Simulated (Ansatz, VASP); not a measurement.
Te in VASP and in Ansatz

```xyz
3
Lattice="4.4875 0.0000 0.0000 -2.2438 3.8863 0.0000 0.0000 0.0000 5.9642" Properties=species:S:1:pos:R:3 pbc="T T T"
Te    3.3432    0.0000    1.9881
Te   -1.6716    2.8953    3.9762
Te    0.5722    0.9910    0.0000
```

Change from the starting cell: volume scaled by 1.02, crystal datasets.

Alike in both runs: task electric field gradients; functional PBE; k mesh 9 × 9 × 6; occupations fermi-dirac, width 0.08 eV; no spin polarisation.

|  | VASP | Ansatz |
| --- | --- | --- |
| version | VASP 6.6.1 | Ansatz 0.2.0 |
| potentials or method | VASP PAW PBE potentials, release 64 (Te), cutoff 520 eV | all-electron PAW with datasets made for the crystal, scalar-relativistic |

|  | VASP | Ansatz | Ansatz less VASP |
| --- | --- | --- | --- |
| pressure (GPa) | 2.1 | 2.1 | -0.02 |
| traceless stress, the component that is largest in VASP (GPa) | 0.40 | 0.36 | -0.036 |
| rms of the force components (eV/Å) | 0.285 | 0.273 | -0.0113 |
| size of Vzz on the site where it differs most (V/Å²) | 570.0 | 595.3 | +25.23 |

Atom by atom the forces differ by 0.011 eV/Å (rms over components). Ansatz ran all-electron here, and VASP with PAW potentials.

Spin-orbit coupling is off throughout.
